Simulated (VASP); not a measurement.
Here is a VASP 6.6.1 calculation.

File INCAR:

```
SYSTEM = BiTe
PREC = Accurate
ENCUT = 520
EDIFF = 1E-7
ISMEAR = 0
SIGMA = 0.05
LREAL = .FALSE.
LASPH = .TRUE.
NELM = 60
ALGO = Normal
ISIF = 2
LWAVE = .FALSE.
LCHARG = .FALSE.
GGA = PS
NBANDS = 18
```

The input KPOINTS:

```
regular mesh
0
G
  8 8 8
  0 0 0
```

File POSCAR:

```
BiTe
1.0
    0.0000000000      3.6227637705      3.6227637705
    3.6227637705      0.0000000000      3.6227637705
    3.6227637705      3.6227637705      0.0000000000
Bi Te
1 1
Direct
    0.0000000000      0.0000000000      0.0000000000
    0.2500000000      0.2500000000      0.2500000000
```

Potentials or basis: VASP PAW PBE potentials, release 64 (Bi_d, Te).

The run is started by

```console
$ cat potpaw_PBE.64/Bi_d/POTCAR potpaw_PBE.64/Te/POTCAR > POTCAR
$ mpirun -np 1 vasp_std > vasp.out
```

Question: Predict the pressure.

Answer: -1.5 GPa.

Caveat: the PAW data sets were made with another functional, which shifts forces and pressure a little.
